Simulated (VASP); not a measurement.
Wanted: the native input for a VASP 6.6.1 run.

| Property | Result |
| --- | --- |
| Task | single point |
| Functional | PBE |
| Potentials or basis | VASP PAW PBE potentials, release 64 (Al, Cl) |
| Cutoff | 500 eV |
| k mesh | 5 × 5 × 5 |
| Occupations | gaussian, width 0.2 eV |
| Spin | no spin polarisation |
| Dipole correction | no |
| Further INCAR settings | ALGO = Normal; EDIFF = 1e-06; NBANDS = 16 |

The structure of Al3Cl lies in POSCAR:

```
Al3Cl
1.0
    0.0000000000      3.3691445971      3.3691445971
    3.3691445971      0.0000000000      3.3691445971
    3.3691445971      3.3691445971      0.0000000000
Al Cl
3 1
Direct
    0.2500000000      0.2500000000      0.2500000000
    0.7500000000      0.7500000000      0.7500000000
    0.0000000000      0.0000000000      0.0000000000
    0.5000000000      0.5000000000      0.5000000000
```

The input as run:

INCAR

```
PREC = Accurate
ENCUT = 500
EDIFF = 1E-6
ISMEAR = 0
SIGMA = 0.2
LREAL = False
LASPH = True
NELM = 120
ALGO = Normal
ISIF = 2
LWAVE = False
LCHARG = False
GGA = PE
NBANDS = 16
GGA_COMPAT = False
```

KPOINTS

```
regular mesh
0
Gamma
  5 5 5
```

Potentials or basis: VASP PAW PBE potentials, release 64 (Al, Cl).

Run with:

```bash
$ cat potpaw_PBE.64/Al/POTCAR potpaw_PBE.64/Cl/POTCAR > POTCAR
$ mpirun -np 1 vasp_std > vasp.out
```

Results of the run:

```yaml
Pressure: 0.1 GPa
Band_gap_on_the_k_mesh: zero (band 8 reaches 6.36 eV, above the bottom of band 9 at 5.91 eV)
```

It took 12 s on 1 thread of Intel Xeon 6975P-C, on a shared host, peak memory 0.19 GiB.
